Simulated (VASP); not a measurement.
A run of VASP 6.6.1 is set up as follows.

The input INCAR:

```
ALGO = Normal
EDIFF = 1E-7
ENCUT = 520
GGA = CA
ISIF = 2
ISMEAR = 0
LASPH = T
LCHARG = T
LELF = T
LREAL = F
LVHAR = T
LWAVE = F
NBANDS = 16
NELM = 60
PREC = Accurate
SIGMA = 0.05
```

Contents of KPOINTS:

```
k-points
0
Gamma
  9 9 4
```

Contents of POSCAR:

```
NaLa
1.0
    3.6499556371      0.0000000000      0.0000000000
   -1.8249778185      3.1609543044      0.0000000000
    0.0000000000      0.0000000000      6.5623602402
La Na
1 1
Direct
    0.3333333333      0.6666666667      0.5000000000
    0.0000000000      0.0000000000      0.0000000000
```

Potentials or basis: VASP PAW LDA potentials, release 64 (La, Na_pv).

The run is started by

```console
$ cat potpaw_LDA.64/La/POTCAR potpaw_LDA.64/Na_pv/POTCAR > POTCAR
$ mpirun -np 1 vasp_std > vasp.out
```

(1) Predict the pressure.

(2) What does it give for the band gap on the k mesh?

Answers

(1) -2.6 GPa.

(2) zero (bands 9 and 10 overlap by 0.52 eV).

Caveat: spin-orbit coupling is left out, which moves the levels of the heavy elements.
